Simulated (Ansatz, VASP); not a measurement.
# Two plane-wave programs on Ir

```
Ir
1.0
    -1.51267    1.51267    1.51267
     1.51267   -1.51267    1.51267
     1.51267    1.51267   -1.51267
Ir
1
Direct
  0.00000 0.00000 0.00000
```

Alike in both runs: task relaxation of cell and atoms; functional LDA; k mesh 20 × 20 × 20; occupations fermi-dirac, width 0.08 eV; no spin polarisation.

```csv
,VASP,Ansatz
version,VASP 6.6.1,Ansatz 0.2.0
potentials or method,"VASP PAW LDA potentials, release 64 (Ir)","PAW with Ansatz's default frozen-core files, scalar-relativistic"
plane-wave cutoff (eV),600,420
valence electrons in the cell,9,17
```

|  | VASP | Ansatz | Ansatz less VASP |
| --- | --- | --- | --- |
| relaxed volume (Å³/atom) | 14.43 | 14.34 | -0.090 |
| relaxed cell length with the largest relative difference (Å) | 2.656 | 2.651 | -0.0056 |

LDA's correlation is that of Perdew and Zunger in VASP and of Perdew and Wang (1992) in Ansatz. VASP's potentials hold 9 valence electrons a cell and Ansatz's 17, so a difference there can come from the potentials and not from the codes.

Spin-orbit coupling is off throughout.
